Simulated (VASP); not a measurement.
# Sn8O15 (a cell with a defect) in VASP: single point with PBE+D3(BJ)

Aim: the single point of Sn8O15 (a cell with a defect) with PBE+D3(BJ).

Program: VASP 6.6.1. These are calculated values, not measurements. Logs are shortened: lines on timing, memory, paths and dates and some standing lists are left out, and cuts for length are marked.

**1. The cell of the first run**

The cell holds a defect, 23 atoms: a = 6.700 Å, b = 6.700 Å, c = 6.373 Å, α = 90.00°, β = 90.00°, γ = 90.00°.

**2. Single point, PBE+D3(BJ), collinear spin, zero start**

Contents of INCAR:

```
ALGO = Normal
EDIFF = 1E-7
ENCUT = 520
GGA = PE
ISIF = 2
ISMEAR = 0
ISPIN = 2
IVDW = 12
LASPH = True
LCHARG = False
LORBIT = 11
LREAL = Auto
LWAVE = False
MAGMOM = 0 0 0 0 0 0 0 0 0 0 0 0 0 0 0 0 0 0 0 0 0 0 0
NBANDS = 122
NELECT = 201.0
NELM = 150
PREC = Accurate
SIGMA = 0.05
```

Contents of KPOINTS:

```
k-points
0
Gamma
  2 2 2
```

Contents of POSCAR:

```
Sn8O15
1.0
   -4.7373500000     -4.7373500000      0.0000000000
    4.7373500000     -4.7373500000      0.0000000000
    0.0000000000      0.0000000000      6.3728000000
Sn O
8 15
Direct
    0.5043192924      0.5080380381     -0.0007131873
   -0.0063117566      0.4991060403      0.2458230291
    0.5048707611      0.4813825240      0.4999399008
    0.0205161113      0.5552445988      0.7413000565
   -0.0100355684     -0.0368710355      0.0168047012
    0.5079648960     -0.0069757354      0.2513678446
   -0.0095373996      0.0438048698      0.4803990397
    0.4733326649     -0.0016987345      0.7509185915
    0.1947886477      0.5046209379      0.0014157042
   -0.0266205790      0.1989283038      0.2170397627
    0.8132232155      0.5389012845     -0.0155352435
   -0.0082743517      0.8010445713      0.2850437798
    0.1938674575      0.4613627872      0.4932039292
    0.8161726493      0.4696067422      0.5139480291
    0.0512134421      1.1024002871      0.7628930768
    0.6891413976     -0.0268924610     -0.0108051406
    0.5103743654      0.6859241981      0.2616515503
    0.3005332095     -0.0305390144      0.0180118629
    0.5235014301      0.3008288389      0.2385152523
    0.6925041426     -0.0007889432      0.5129137899
    0.4720124120      0.6899095486      0.7374803854
    0.3007346934      0.0162640506      0.4830859277
    0.5011573981      0.3011251016      0.7611227404
```

Potentials or basis: VASP PAW PBE potentials, release 64 (Sn_d, O).

Launch:

```bash
> cat potpaw_PBE.64/Sn_d/POTCAR potpaw_PBE.64/O/POTCAR > POTCAR
> mpirun -np 1 vasp_std > vasp.out
```

OUTCAR:

```text
EDIFF = 1E-7
   ENCUT = 520
   GGA = PE
   ISIF = 2
   ISMEAR = 0
   ISPIN = 2
   IVDW = 12
   LASPH = True
   LORBIT = 11
   LREAL = Auto
   NELECT = 201.0
   NELM = 150
   PREC = Accurate
 IVDW          = 12

 ion  position               nearest neighbor table
   1  0.504  0.508  0.999-  17 2.05  23 2.06  19 2.07   9 2.07  21 2.08  11 2.08   3 3.19   3 3.20
                             6 3.62   2 3.64   4 3.65   8 3.65
   2  0.994  0.499  0.246-  10 2.02  12 2.04   9 2.06  11 2.08  13 2.09  14 2.09   4 3.18   4 3.24
                             7 3.40   5 3.43   1 3.64   3 3.66
   3  0.505  0.481  0.500-  17 2.05  23 2.06  19 2.06  21 2.07  13 2.09  14 2.09   1 3.19   1 3.20
                             8 3.62   4 3.63   6 3.64   2 3.66
   4  0.021  0.555  0.741-   9 2.06  13 2.06  14 2.07  11 2.08   2 3.18   2 3.24   5 3.25   3 3.63
                             1 3.65   7 3.68
   5  0.990  0.963  0.017-  15 1.91  16 2.02  12 2.03  10 2.03  18 2.08   7 3.00   4 3.25   2 3.43
                             7 3.46   6 3.56   8 3.66
   6  0.508  0.993  0.251-  22 2.03  18 2.04  17 2.06  19 2.07  16 2.07  20 2.08   8 3.19   8 3.20
                             7 3.56   5 3.56   1 3.62   3 3.64
   7  0.990  0.044  0.480-  15 1.89  10 1.98  20 2.03  12 2.05  22 2.09   5 3.00   2 3.40   5 3.46
                             6 3.56   4 3.68   8 3.68
   8  0.473  0.998  0.751-  23 2.04  22 2.07  18 2.07  21 2.07  16 2.10  20 2.11   6 3.19   6 3.20
                             3 3.62   1 3.65   5 3.66   7 3.68
   9  0.195  0.505  0.001-   4 2.06   2 2.06   1 2.07
  10  0.973  0.199  0.217-   7 1.98   2 2.02   5 2.03
  11  0.813  0.539  0.984-   2 2.08   1 2.08   4 2.08
  12  0.992  0.801  0.285-   5 2.03   2 2.04   7 2.05
  13  0.194  0.461  0.493-   4 2.06   2 2.09   3 2.09
  14  0.816  0.470  0.514-   4 2.07   3 2.09   2 2.09
  15  0.051  0.102  0.763-   7 1.89   5 1.91
  16  0.689  0.973  0.989-   5 2.02   6 2.07   8 2.10
  17  0.510  0.686  0.262-   3 2.05   1 2.05   6 2.06
  18  0.301  0.969  0.018-   6 2.04   8 2.07   5 2.08
  19  0.524  0.301  0.239-   3 2.06   1 2.07   6 2.07
  20  0.693  0.999  0.513-   7 2.03   6 2.08   8 2.11
  21  0.472  0.690  0.737-   8 2.07   3 2.07   1 2.08
  22  0.301  0.016  0.483-   6 2.03   8 2.07   7 2.09
  23  0.501  0.301  0.761-   8 2.04   1 2.06   3 2.06

  LATTYP: Found a simple tetragonal cell.
 ALAT       =     6.6996246197
 C/A-ratio  =     0.9512174729

  Lattice vectors:

 A1 = (  -4.7373500000,  -4.7373500000,   0.0000000000)
 A2 = (   4.7373500000,  -4.7373500000,   0.0000000000)
 A3 = (   0.0000000000,   0.0000000000,   6.3728000000)

Analysis of symmetry for initial positions (statically):
=====================================================================
 Subroutine PRICEL returns:
 Original cell was already a primitive cell.

 Routine SETGRP: Setting up the symmetry group for a
 simple tetragonal supercell.

 Subroutine GETGRP returns: Found  1 space group operations
 (whereof  1 operations were pure point group operations)
 out of a pool of 16 trial point group operations.

The static configuration has the point symmetry C_1 .

Analysis of symmetry for dynamics (positions and initial velocities):
=====================================================================
 Subroutine PRICEL returns:
 Original cell was already a primitive cell.

 Routine SETGRP: Setting up the symmetry group for a
 simple tetragonal supercell.

 Subroutine GETGRP returns: Found  1 space group operations
 (whereof  1 operations were pure point group operations)
 out of a pool of 16 trial point group operations.

The dynamic configuration has the point symmetry C_1 .

Analysis of structural, dynamic, and magnetic symmetry:
=====================================================================
 Subroutine PRICEL returns:
 Original cell was already a primitive cell.

 Routine SETGRP: Setting up the symmetry group for a
 simple tetragonal supercell.

 Subroutine GETGRP returns: Found  1 space group operations
 (whereof  1 operations were pure point group operations)
 out of a pool of 16 trial point group operations.

The overall configuration has the point symmetry C_1 .

 Subroutine INISYM returns: Found  1 space group operations
 (whereof  1 operations are pure point group operations),
 and found     1 'primitive' translations

[... 109 lines left out ...]
 SYSTEM =  unknown system
   PREC   = accura    normal or accurate (medium, high low for compatibility)
   ISTART =      0    job   : 0-new  1-cont  2-samecut
   ICHARG =      2    charge: 1-file 2-atom 10-const
   ISPIN  =      2    spin polarized calculation?
   LNONCOLLINEAR =      F non collinear calculations
   LSORBIT =      F    spin-orbit coupling
   LASPH  =      T    aspherical Exc in radial PAW
   ENCUT  =  520.0 eV  38.22 Ry    6.18 a.u.  12.46 12.46 11.85*2*pi/ulx,y,z
   NELM   =    150;   NELMIN=  2; NELMDL= -5     # of ELM steps
   EDIFF  = 0.1E-06   stopping-criterion for ELM
   LREAL  =      T    real-space projection
   EDIFFG = 0.1E-05   stopping-criterion for IOM
   NSW    =      0    number of steps for IOM
   IBRION =     -1    ionic relax: 0-MD 1-quasi-New 2-CG
   NFREE  =      0    steps in history (QN), initial steepest desc. (CG)
   ISIF   =      2    stress and relaxation
   ISYM   =      2    0-nonsym 1-usesym 2-fastsym
   POTIM  = 0.5000    time-step for ionic-motion
   TEBEG  =    0.0;   TEEND  =   0.0 temperature during run
   PSTRESS=    0.0 pullay stress
   NELECT =     201.0000    total number of electrons
   NUPDOWN=      -1.0000    fix difference up-down
   EMIN   =  10.00;   EMAX   =-10.00  energy-range for DOS
   EFERMI =   0.00;   METHOD = LEGACY
   ISMEAR =     0;   SIGMA  =   0.05  broadening in eV -4-tet -1-fermi 0-gaus
   EFERMI_NEDOS =   21; number of points for ismear=-14 and -15
   IALGO  =     38    algorithm
   IMIX   =      4    mixing-type and parameters
     AMIX     =   0.40;   BMIX     =  1.00
     AMIX_MAG =   1.60;   BMIX_MAG =  1.00
  volume/ion in A,a.u.               =      12.44        83.93
  Fermi-wavevector in a.u.,A,eV,Ry     =   1.455447  2.750396 28.821581  2.118326
  Thomas-Fermi vector in A             =   2.572481
   LORBIT       =     11    0 simple, 1 ext, 2 COOP (PROOUT), +10 PAW based schemes
   GGA     = PE    functional components
   LHFCALC =     F    Hartree Fock is set to
   AEXX    =    0.0000 exact exchange contribution
   IVDW    =    12    specifies the selected vdW correction
   LEPSILON=     F    determine dielectric tensor
   LRPA    =     F    only Hartree local field effects (RPA)
 spin polarized calculation
 Gauss-broadening in eV      SIGMA  =   0.05
  energy-cutoff  :      520.00
  volume of cell :      286.04
 maximum number of plane-waves:      7760
 NGX is ok and might be reduce to    50
   NGX = 25   NGY = 25   NGZ = 23

 number of electron     200.9999975 magnetization       0.0010479

 Free energy of the ion-electron system (eV)
  ---------------------------------------------------
  ext. energy  EPLUGINS =         0.00000000
  ---------------------------------------------------
  free energy    TOTEN  =      -145.57111881 eV

  energy without entropy =     -145.56759567  energy(sigma->0) =     -145.56935724

 E-fermi :   7.0668     XC(G=0): -11.0661

 val. band max:        7.0155691791   @ k =   0.5000   0.5000   0.0000
 cond. band min:       7.1184706024   @ k =   0.0000   0.0000   0.5000
 fundamental gap:      0.1029014233
 Fermi energy:         7.0668095538

 spin component 1

 k-point     1 :       0.0000    0.0000    0.0000
  band No.  band energies     occupation
      1     -15.2995      1.00000
      2     -15.0822      1.00000
      3     -15.0082      1.00000
      4     -14.9336      1.00000
      5     -14.7330      1.00000
      6     -14.6421      1.00000
[... 909 lines left out ...]
    111      13.1094      0.00000
    112      14.0019      0.00000
 Fermi energy:         7.0668095538

 spin component 2

 k-point     1 :       0.0000    0.0000    0.0000
  band No.  band energies     occupation
      1     -15.2995      1.00000
      2     -15.0822      1.00000
      3     -15.0082      1.00000
      4     -14.9336      1.00000
      5     -14.7330      1.00000
      6     -14.6420      1.00000
[... 909 lines left out ...]
    111      13.1096      0.00000
    112      14.0020      0.00000
 [bands above 112 left out]

------------------------ aborting loop because EDIFF is reached ----------------------------------------

 Edisp (eV)   -5.12723

 E8    (eV) :    -2.0775

  FORCE on cell =-STRESS in cart. coord.  units (eV):
  Direction    XX          YY          ZZ          XY          YZ          ZX
  --------------------------------------------------------------------------------------
  -------------------------------------------------------------------------------------
  Total      -0.77416    -0.46191    12.85169    -1.11294     0.56567     0.19462
  in kB      -4.33619    -2.58724    71.98462    -6.23379     3.16843     1.09009
  external pressure =       21.69 kB  Pullay stress =        0.00 kB

 VOLUME and BASIS-vectors are now :
 -----------------------------------------------------------------------------
  energy-cutoff  :      520.00
  volume of cell :      286.04
      direct lattice vectors                 reciprocal lattice vectors
    -4.737350000 -4.737350000  0.000000000    -0.105544239 -0.105544239  0.000000000
     4.737350000 -4.737350000  0.000000000     0.105544239 -0.105544239  0.000000000
     0.000000000  0.000000000  6.372800000     0.000000000  0.000000000  0.156916897

 POSITION                                       TOTAL-FORCE (eV/Angst)
 -----------------------------------------------------------------------------------
      0.01762     -4.79589      6.36825        -0.023107      0.030888     -0.013540
     -2.34301     -7.07189      1.56658        -0.081039      0.088264      0.016874
     -0.11127     -4.67223      3.18602         0.007543     -0.010475      0.009753
      2.53320     -2.72758      4.72416        -0.236738      0.281968      0.065306
     -0.12713     -9.25249      0.10709        -0.053768     -0.056887     -0.260209
      2.29790     -7.11071      1.60192        -0.025291      0.043165     -0.000299
[... 15 lines left out ...]
     -1.34764     -1.50173      3.07861        -0.150893      0.190297      0.075986
     -0.94762     -3.80069      4.85048        -0.037721      0.013769     -0.021061
 -----------------------------------------------------------------------------------
    total drift:                                0.030341     -0.006630     -0.000525

  FREE ENERGIE OF THE ION-ELECTRON SYSTEM (eV)
  ---------------------------------------------------
  free  energy   TOTEN  =      -150.6983487015 eV

  energy  without entropy=     -150.6948255596  energy(sigma->0) =     -150.69658713

 total charge

# of ion       s       p       d       tot
------------------------------------------
    1        0.881   1.060  10.357  12.297
    2        0.882   1.069  10.367  12.319
    3        0.882   1.062  10.357  12.301
    4        1.033   0.943  10.211  12.187
    5        0.931   1.123  10.362  12.416
    6        0.884   1.089  10.378  12.351
[... 15 lines left out ...]
   22        1.564   3.498   0.000   5.062
   23        1.561   3.505   0.000   5.066
--------------------------------------------------
tot         30.785  60.889  82.754 174.429

 magnetization (x)

# of ion       s       p       d       tot
------------------------------------------
    1       -0.000   0.000   0.000   0.000
    2       -0.000  -0.000   0.000  -0.000
    3       -0.000  -0.000   0.000  -0.000
    4        0.000   0.000   0.000   0.000
    5        0.000   0.000   0.000   0.000
    6       -0.000   0.000   0.000   0.000
[... 15 lines left out ...]
   22       -0.000   0.000   0.000   0.000
   23       -0.000   0.000   0.000   0.000
--------------------------------------------------
tot          0.000   0.001   0.000   0.001
```

Run time: 18 min. Hardware: 1 thread of Intel Xeon Platinum 8259CL at 2.50GHz (Skylake/Cascade Lake), shared host; peak memory 0.64 GiB.

Results:

```
Free energy                                           : -150.6983 eV
Largest force                                         : 1.824 eV/Å
Net moment                                            : 0.00 μB per cell
Valence electrons inside the program's atomic spheres : Sn 12.30, 12.32, 12.19, 12.42, 12.35, 12.45, 12.26 (each value once); O 5.04, 5.10, 5.03, 5.07, 5.08, 5.06, 5.05 (each value once)
Dispersion energy per atom                            : -0.223 eV
```

Forces on the atoms (eV/Å):
```
Sn  -0.023  0.031 -0.014
Sn  -0.081  0.088  0.017
Sn   0.008 -0.010  0.010
Sn  -0.237  0.282  0.065
Sn  -0.054 -0.057 -0.260
Sn  -0.025  0.043  0.000
Sn  -0.310  0.214  0.084
Sn  -0.071 -0.063 -0.012
O   -0.045  0.001  0.035
O   -0.123  0.054  0.127
O   -0.047  0.097  0.006
O   -0.072  0.072 -0.172
O    0.012 -0.076 -0.017
O    0.107 -0.013 -0.014
O    1.431 -1.115  0.192
O   -0.063  0.027 -0.003
O   -0.014  0.001 -0.034
O   -0.075  0.086 -0.104
O   -0.026  0.087  0.020
O   -0.079  0.054 -0.004
O   -0.026 -0.009  0.025
O   -0.151  0.190  0.076
O   -0.038  0.014 -0.021
```

Caveat: the k points lie up to 0.49 Å⁻¹ apart; the cell carries a net charge on a neutralising background, which shifts energy and pressure; the cell is charged against a uniform background, so pressure and absolute levels hang on convention; no moment was typed at the start, so none could form; spin-orbit coupling is left out, which moves the levels of the heavy elements.
